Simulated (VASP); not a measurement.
Here is a VASP 6.6.1 calculation.

Contents of POSCAR:

```
AlN
1.0
    0.0000000000      2.1630276483      2.1630276483
    2.1630276483      0.0000000000      2.1630276483
    2.1630276483      2.1630276483      0.0000000000
Al N
1 1
Direct
    0.0000000000      0.0000000000      0.0000000000
    0.2500000000      0.2500000000      0.2500000000
```

INCAR.step1

```
SYSTEM = AlN
PREC = Accurate ; ENCUT = 520
ISMEAR = 0 ; SIGMA = 0.01
LREAL = .False. ; LASPH = .True.
NELM = 100 ; NBANDS = 11
GGA = PE ; ALGO = Normal
EDIFF = 1E-4 ; LWAVE = .True.
LCHARG = .False.
```

The input INCAR.step2:

```
SYSTEM = AlN
PREC = Accurate ; ENCUT = 520
EDIFF = 1E-6 ; ISMEAR = 0
SIGMA = 0.01 ; LREAL = .False.
LASPH = .True. ; NELM = 100
ALGO = Normal ; ISIF = 2
LWAVE = .False. ; LCHARG = .False.
METAGGA = R2SCAN ; LMIXTAU = .True.
NBANDS = 11 ; ISTART = 1
```

KPOINTS

```
Automatic mesh
0
Gamma
  10 10 10
  0 0 0
```

Potentials or basis: VASP PAW PBE potentials, release 64 (Al, N).

The run is started by

```sh
$ cat potpaw_PBE.64/Al/POTCAR potpaw_PBE.64/N/POTCAR > POTCAR
$ cp INCAR.step1 INCAR
$ mpirun -np 1 vasp_std > vasp.out
$ cp INCAR.step2 INCAR
$ mpirun -np 1 vasp_std > vasp.out
```

Problem. What does it give for the pressure?

Solution. 6.4 GPa.

Problem. Estimate the band gap on the k mesh.

Solution. 3.96 eV, indirect (least direct gap 5.17 eV).

Caveat: the cell differs from its parent crystal (strain -1.0%); the PAW data sets were made with another functional, which shifts forces and pressure a little. A k mesh can miss the band edges.
